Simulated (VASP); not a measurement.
A run of VASP 6.6.1:

File INCAR:

```
SYSTEM = Ta4W
PREC = Accurate
ENCUT = 520
EDIFF = 1E-7
ISMEAR = 0
SIGMA = 0.1
LREAL = .False.
LASPH = .True.
NELM = 60
ALGO = Fast
ISIF = 2
LWAVE = .False.
LCHARG = .False.
GGA = PE
NBANDS = 37
```

File KPOINTS:

```
Automatic mesh
0
Gamma
  12 12 12
  0 0 0
```

Contents of POSCAR:

```
Ta4W
1.0
    2.3230573033      1.3412177594      4.7545496227
   -2.3230573033      1.3412177594      4.7545496227
    0.0000000000     -2.6824355188      4.7545496227
Ta W
4 1
Direct
    0.8975134957      0.8975134957      0.8975134957
    0.1024865043      0.1024865043      0.1024865043
    0.6956095302      0.6956095302      0.6956095302
    0.3043904698      0.3043904698      0.3043904698
    0.5000000000      0.5000000000      0.5000000000
```

Potentials or basis: VASP PAW PBE potentials, release 64 (Ta_pv, W_sv).

Launch:

```bash
$ cat potpaw_PBE.64/Ta_pv/POTCAR potpaw_PBE.64/W_sv/POTCAR > POTCAR
$ mpirun -np 1 vasp_std > vasp.out
```

Hardware: 1 thread of Intel(R) Xeon(R) 6975P-C (Granite Rapids) (shared host).

Problem. How long does it take, and how much memory?

Solution. Wall time 11 min on 1 thread of Intel(R) Xeon(R) 6975P-C (Granite Rapids) (shared host), peak memory 0.63 GiB. Counts: scf iterations 17, k points 189.
